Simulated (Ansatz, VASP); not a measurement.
**Nb: VASP beside Ansatz**

```
Nb
1.0
     2.94032    0.00000    0.00000
    -1.47016    2.54639    0.00000
     0.00000    0.00000    4.80154
Nb
2
Direct
  0.33333 0.66667 0.25000
  0.66667 0.33333 0.75000
```

Alike in both runs: task relaxation of cell and atoms; functional RPBE; k mesh 12 × 12 × 7; occupations fermi-dirac, width 0.1 eV; no spin polarisation.

```csv
,VASP,Ansatz
version,VASP 6.6.1,Ansatz 0.2.0
potentials or method,"VASP PAW PBE potentials, release 64 (Nb_sv), cutoff 600 eV","plane waves (420 eV) with PAW, scalar-relativistic"
valence electrons in the cell,26,26
```

VASP gave:

| Item | Value |
| --- | --- |
| relaxed volume (Å³/atom) | 18.98 |
| relaxed cell length with the largest relative difference (Å) | 2.884 |

Problem. What did Ansatz give for the same quantities?

Solution. Relaxed volume (Å³/atom): 19.03; relaxed cell length with the largest relative difference (Å): 2.887.

VASP's potentials were made for PBE, not for RPBE.
